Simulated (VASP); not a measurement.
# Ag (P6_3/mmc) in VASP: notebook

The runs below take Ag through single point, with PBE.

Program: VASP 6.6.1. These are calculated values, not measurements. Logs are shortened: lines on timing, memory, paths and dates and some standing lists are left out, and cuts for length are marked.

## 1. The cell of the first run

It takes space group P6_3/mmc (No. 194, hexagonal). Conventional cell: a = 2.871 Å, b = 2.871 Å, c = 4.693 Å, α = 90.00°, β = 90.00°, γ = 120.00°. Within 3.8 Å of Ag (site symmetry -6m2) lie 12 Ag at 2.87 Å.

This isn't the form of Ag at room conditions, which is fcc.

## 2. Single point, PBE (16.75 Å³/atom)

Input file INCAR:

```
PREC = Accurate
ENCUT = 520
EDIFF = 1E-7
ISMEAR = -1
SIGMA = 0.05
LREAL = False
LASPH = True
NELM = 80
ALGO = Normal
ISIF = 2
LWAVE = False
LCHARG = True
GGA = PE
LELF = True
LVHAR = True
NBANDS = 18
```

Input file KPOINTS:

```
Automatic mesh
0
Gamma
  14 14 8
```

Input file POSCAR:

```
Ag
1.0
    2.8706942260      0.0000000000      0.0000000000
   -1.4353471130      2.4860941263      0.0000000000
    0.0000000000      0.0000000000      4.6930492667
Ag
2
Direct
    0.3333333333      0.6666666667      0.2500000000
    0.6666666667      0.3333333333      0.7500000000
```

Potentials or basis: VASP PAW PBE potentials, release 64 (Ag).

Run with:

```
cat potpaw_PBE.64/Ag/POTCAR > POTCAR
mpirun -np 1 vasp_std > vasp.out
```

OUTCAR:

```text
PREC = Accurate
   ENCUT = 520
   EDIFF = 1E-7
   ISMEAR = -1
   LREAL = False
   LASPH = True
   NELM = 80
   ISIF = 2
   GGA = PE

 ion  position               nearest neighbor table
   1  0.333  0.667  0.250-   2 2.87   2 2.87   2 2.87   2 2.87   2 2.87   2 2.87
   2  0.667  0.333  0.750-   1 2.87   1 2.87   1 2.87   1 2.87   1 2.87   1 2.87

  LATTYP: Found a hexagonal cell.
 ALAT       =     2.8706942260
 C/A-ratio  =     1.6348133578

  Lattice vectors:

 A1 = (   2.8706942260,   0.0000000000,   0.0000000000)
 A2 = (  -1.4353471130,   2.4860941263,   0.0000000000)
 A3 = (   0.0000000000,   0.0000000000,   4.6930492667)

Analysis of symmetry for initial positions (statically):
=====================================================================
 Subroutine PRICEL returns:
 Original cell was already a primitive cell.

 Routine SETGRP: Setting up the symmetry group for a
 hexagonal supercell.

 Subroutine GETGRP returns: Found 24 space group operations
 (whereof 12 operations were pure point group operations)
 out of a pool of 24 trial point group operations.

The static configuration has the point symmetry D_3d.
 The point group associated with its full space group is D_6h.

Analysis of symmetry for dynamics (positions and initial velocities):
=====================================================================
 Subroutine PRICEL returns:
 Original cell was already a primitive cell.

 Routine SETGRP: Setting up the symmetry group for a
 hexagonal supercell.

 Subroutine GETGRP returns: Found 24 space group operations
 (whereof 12 operations were pure point group operations)
 out of a pool of 24 trial point group operations.

The dynamic configuration has the point symmetry D_3d.
 The point group associated with its full space group is D_6h.

 Subroutine INISYM returns: Found 24 space group operations
 (whereof 12 operations are pure point group operations),
 and found     1 'primitive' translations

----------------------------------------------------------------------------------------

                                     Primitive cell

  volume of cell :      33.4934

  direct lattice vectors                    reciprocal lattice vectors
     2.870694226  0.000000000  0.000000000     0.348347794  0.201118692  0.000000000
    -1.435347113  2.486094126  0.000000000     0.000000000  0.402237385  0.000000000
     0.000000000  0.000000000  4.693049267     0.000000000  0.000000000  0.213081079

  length of vectors
     2.870694226  2.870694226  4.693049267     0.402237385  0.402237385  0.213081079

  position of ions in fractional coordinates (direct lattice)
     0.333333333  0.666666667  0.250000000
     0.666666667  0.333333333  0.750000000

  ion indices of the primitive-cell ions
   primitive index   ion index
                 1           1
                 2           2

----------------------------------------------------------------------------------------

 KPOINTS: Automatic mesh

Automatic generation of k-mesh.
 Grid dimensions read from file:
 generate k-points for:   14   14    8

 Generating k-lattice:

  Cartesian coordinates                     Fractional coordinates (reciprocal lattice)
     0.024881985  0.014365621  0.000000000     0.071428571  0.000000000  0.000000000
     0.000000000  0.028731242  0.000000000     0.000000000  0.071428571  0.000000000
     0.000000000  0.000000000  0.026635135     0.000000000  0.000000000  0.125000000

  Length of vectors
     0.028731242  0.028731242  0.026635135

  Shift w.r.t. Gamma in fractional coordinates (k-lattice)
     0.000000000  0.000000000  0.000000000

 Subroutine IBZKPT returns following result:
 ===========================================

 Found    120 irreducible k-points:

 Following reciprocal coordinates:
            Coordinates               Weight
  0.000000  0.000000  0.000000      1.000000
  0.071429  0.000000  0.000000      6.000000
  0.142857  0.000000  0.000000      6.000000
  0.214286  0.000000  0.000000      6.000000
  0.285714 -0.000000  0.000000      6.000000
  0.357143  0.000000  0.000000      6.000000
[... 16 lines left out ...]
  0.285714  0.285714  0.000000      6.000000
  0.357143  0.285714  0.000000      6.000000
 [... further k-points ...]
   k-points           NKPTS =    120   k-points in BZ     NKDIM =    120   number of bands    NBANDS=     18
   number of dos      NEDOS =    301   number of ions     NIONS =      2
   total plane-waves  NPLWV =  20736
   dimension x,y,z NGX =    24 NGY =   24 NGZ =   36
   dimension x,y,z NGXF=    48 NGYF=   48 NGZF=   72
   ions per type =               2
   NGX,Y,Z   is equivalent  to a cutoff of  13.90, 13.90, 12.75 a.u.
   NGXF,Y,Z  is equivalent  to a cutoff of  27.80, 27.80, 25.51 a.u.
 SYSTEM =  unknown system
   PREC   = accura    normal or accurate (medium, high low for compatibility)
   ISTART =      0    job   : 0-new  1-cont  2-samecut
   ICHARG =      2    charge: 1-file 2-atom 10-const
   ISPIN  =      1    spin polarized calculation?
   LNONCOLLINEAR =      F non collinear calculations
   LSORBIT =      F    spin-orbit coupling
   LASPH  =      T    aspherical Exc in radial PAW
   ENCUT  =  520.0 eV  38.22 Ry    6.18 a.u.   5.34  5.34  8.73*2*pi/ulx,y,z
   NELM   =     80;   NELMIN=  2; NELMDL= -5     # of ELM steps
   EDIFF  = 0.1E-06   stopping-criterion for ELM
   LREAL  =      F    real-space projection
   EDIFFG = 0.1E-05   stopping-criterion for IOM
   NSW    =      0    number of steps for IOM
   IBRION =     -1    ionic relax: 0-MD 1-quasi-New 2-CG
   NFREE  =      0    steps in history (QN), initial steepest desc. (CG)
   ISIF   =      2    stress and relaxation
   ISYM   =      2    0-nonsym 1-usesym 2-fastsym
   POTIM  = 0.5000    time-step for ionic-motion
   TEBEG  =    0.0;   TEEND  =   0.0 temperature during run
   PSTRESS=    0.0 pullay stress
   NELECT =      22.0000    total number of electrons
   NUPDOWN=      -1.0000    fix difference up-down
   EMIN   =  10.00;   EMAX   =-10.00  energy-range for DOS
   EFERMI =   0.00;   METHOD = LEGACY
   ISMEAR =    -1;   SIGMA  =   0.05  broadening in eV -4-tet -1-fermi 0-gaus
   EFERMI_NEDOS =   21; number of points for ismear=-14 and -15
   IALGO  =     38    algorithm
   IMIX   =      4    mixing-type and parameters
     AMIX     =   0.40;   BMIX     =  1.00
     AMIX_MAG =   1.60;   BMIX_MAG =  1.00
  volume/ion in A,a.u.               =      16.75       113.01
  Fermi-wavevector in a.u.,A,eV,Ry     =   1.423080  2.689230 27.553913  2.025155
  Thomas-Fermi vector in A             =   2.543715
   LORBIT       =      0    0 simple, 1 ext, 2 COOP (PROOUT), +10 PAW based schemes
   GGA     = PE    functional components
[... 5 lines left out ...]
 non-spin polarized calculation
  energy-cutoff  :      520.00
  volume of cell :       33.49
 maximum number of plane-waves:       923
 NGX is ok and might be reduce to    24
   NGX = 11   NGY = 11   NGZ = 17

 number of electron      21.9999997 magnetization

 Free energy of the ion-electron system (eV)
  ---------------------------------------------------
  ext. energy  EPLUGINS =         0.00000000
  ---------------------------------------------------
  free energy    TOTEN  =        -5.38078052 eV

  energy without entropy =       -5.37658457  energy(sigma->0) =       -5.37868255

 E-fermi :   8.6379     XC(G=0): -12.3157

 val. band max:        8.6327152935   @ k =   0.4286   0.0714   0.2500
 cond. band min:       8.6705698740   @ k =   0.0714   0.0000   0.0000
 fundamental gap:      0.0378545805
 Fermi energy:         8.6378966863

 k-point     1 :       0.0000    0.0000    0.0000
  band No.  band energies     occupation
      1       0.7818      2.00000
      2       2.1699      2.00000
      3       3.8027      2.00000
      4       3.9058      2.00000
      5       3.9058      2.00000
      6       4.1523      2.00000
[... 10 lines left out ...]
     17      27.2013      0.00000
     18      27.2013      0.00000

 k-point     2 :       0.0714    0.0000    0.0000
  band No.  band energies     occupation
      1       0.9256      2.00000
      2       2.2546      2.00000
      3       3.7110      2.00000
      4       3.9835      2.00000
      5       3.9909      2.00000
      6       4.1235      2.00000
[... 10 lines left out ...]
     17      26.4633      0.00000
     18      27.4282      0.00000

 k-point     3 :       0.1429    0.0000    0.0000
  band No.  band energies     occupation
      1       1.3346      2.00000
      2       2.4669      2.00000
      3       3.5668      2.00000
      4       4.0105      2.00000
      5       4.1733      2.00000
      6       4.2069      2.00000
[... 10 lines left out ...]
     17      26.7491      0.00000
     18      27.1435      0.00000

 k-point     4 :       0.2143    0.0000    0.0000
  band No.  band energies     occupation
      1       1.9130      2.00000
      2       2.6460      2.00000
      3       3.5256      2.00000
      4       3.7136      2.00000
      5       3.9509      2.00000
      6       4.1992      2.00000
[... 375 lines left out ...]
      4       3.7323      2.00000
      5       3.9563      2.00000
      6       4.0261      2.00000
[... 10 lines left out ...]
     17      19.8296      0.00000
     18      22.1988      0.00000

 k-point    23 :       0.2857    0.2857    0.0000
  band No.  band energies     occupation
      1       2.6693      2.00000
      2       3.0596      2.00000
      3       3.1486      2.00000
      4       3.7020      2.00000
      5       3.7212      2.00000
      6       4.0031      2.00000
[... 10 lines left out ...]
     17      20.5395      0.00000
     18      20.6763      0.00000

 k-point    24 :       0.3571    0.2857    0.0000
  band No.  band energies     occupation
      1       2.6425      2.00000
      2       3.1149      2.00000
      3       3.1910      2.00000
      4       3.6723      2.00000
      5       3.7740      2.00000
      6       3.9009      2.00000
[... 10 lines left out ...]
     17      19.4133      0.00000
     18      20.4549      0.00000

 [... further k-points ...]

------------------------ aborting loop because EDIFF is reached ----------------------------------------

  FORCE on cell =-STRESS in cart. coord.  units (eV):
  Direction    XX          YY          ZZ          XY          YZ          ZX
  --------------------------------------------------------------------------------------
  -------------------------------------------------------------------------------------
  Total        1.5119607      1.5119607      1.4389032      0.0000000      0.0000000      0.0000000
  in kB       72.3255036     72.3255036     68.8307569      0.0000000      0.0000000      0.0000000
  external PRESSURE =      71.1605880 kB  Pullay stress =       0.0000000 kB

 VOLUME and BASIS-vectors are now :
 -----------------------------------------------------------------------------
  energy-cutoff  :      520.00
  volume of cell :       33.49
      direct lattice vectors                 reciprocal lattice vectors
     2.870694226  0.000000000  0.000000000     0.348347794  0.201118692  0.000000000
    -1.435347113  2.486094126  0.000000000     0.000000000  0.402237385  0.000000000
     0.000000000  0.000000000  4.693049267     0.000000000  0.000000000  0.213081079

 POSITION                                       TOTAL-FORCE (eV/Angst)
 -----------------------------------------------------------------------------------
     -0.00000      1.65740      1.17326         0.000000      0.000000      0.000000
      1.43535      0.82870      3.51979         0.000000      0.000000      0.000000
 -----------------------------------------------------------------------------------
    total drift:                               -0.000000      0.000000     -0.000000

  FREE ENERGIE OF THE ION-ELECTRON SYSTEM (eV)
  ---------------------------------------------------
  free  energy   TOTEN  =        -5.3807805223 eV

  energy  without entropy=       -5.3765845721  energy(sigma->0) =       -5.37868255
```

It took 25 s on 1 thread of Intel Xeon 6975P-C (Granite Rapids), shared host; peak memory 0.19 GiB.

What came out:

- Free energy: -5.3808 eV
- Pressure: 7.1 GPa
- Band gap on the k mesh: zero (bands 11 and 12 overlap by 7.18 eV)

Caveat: the cell stands under pressure.

[end of part 1 of 2]
